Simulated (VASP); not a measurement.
Al2Cu, 3 atoms in the cell. The structure is orthorhombic, space group Fmmm (No. 69). The conventional cell has a = 5.513 Å, b = 5.841 Å, c = 5.995 Å, α = 90.00°, β = 90.00°, γ = 90.00°. Al (site symmetry 222) has 4 Cu at 2.51 Å and 6 Al at 2.76 to 3.00 Å within 3.3 Å. Cu (site symmetry mmm) has 8 Al at 2.51 Å within 3.3 Å.  This cell differs from its parent crystal: strain +e along x and -e along y -0.0133, strain +e along z and -e/2 along x and y -0.0467.

* Program: VASP 6.6.1
* Task: single point
* Functional: PBE
* Potentials or basis: VASP PAW PBE potentials, release 64 (Al, Cu)
* Cutoff: 520 eV
* k mesh: 14 × 14 × 14
* Occupations: gaussian, width 0.15 eV
* Spin: no spin polarisation
* Dipole correction: no
* Further INCAR settings: ALGO = Fast; EDIFF = 1e-07; NBANDS = 16

Potentials or basis: VASP PAW PBE potentials, release 64 (Al, Cu).

The run is started by

```sh
$ cat potpaw_PBE.64/Al/POTCAR potpaw_PBE.64/Cu/POTCAR > POTCAR
$ mpirun -np 1 vasp_std > vasp.out
```

Hardware: 1 thread of Intel(R) Xeon(R) Platinum 8375C CPU @ 2.90GHz (Ice Lake), with other jobs on the host.

Problem. How long does it take, and how much memory?

Solution. Wall time 9.4 min on 1 thread of Intel(R) Xeon(R) Platinum 8375C CPU @ 2.90GHz (Ice Lake), with other jobs on the host, peak memory 0.42 GiB. Counts: scf iterations 18, k points 428.
